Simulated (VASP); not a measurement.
Input of a VASP 6.6.1 run:

File INCAR:

```
SYSTEM = Zn
  PREC = Accurate
  ENCUT = 520
  EDIFF = 1E-6
  ISMEAR = -1
  SIGMA = 0.1
  LREAL = .FALSE.
  LASPH = .TRUE.
  NELM = 80
  ALGO = Normal
  ISIF = 2
  LWAVE = .FALSE.
  LCHARG = .FALSE.
  GGA = B5
  ALDAX = 1.0
  AGGAX = 1.0
  AGGAC = 1.0
  ALDAC = 0.0
  NBANDS = 19
```

KPOINTS

```
regular mesh
0
G
  10 10 10
  0 0 0
```

POSCAR

```
Zn
1.0
    0.0000000000      3.0283490735      3.0283490735
    3.0283490735      0.0000000000      3.0283490735
    3.0283490735      3.0283490735      0.0000000000
Zn
2
Direct
    0.1250000000      0.1250000000      0.1250000000
    0.8750000000      0.8750000000      0.8750000000
```

Potentials or basis: VASP PAW PBE potentials, release 64 (Zn).

Launch:

```console
$ cat potpaw_PBE.64/Zn/POTCAR > POTCAR
$ mpirun -np 1 vasp_std > vasp.out
```

Task: Estimate the pressure.

Result: 0.1 GPa.

Task: Estimate the band gap on the k mesh.

Result: Zero (bands 12 and 13 overlap by 4.96 eV).

Caveat: the PAW data sets were made with another functional, which shifts forces and pressure a little.
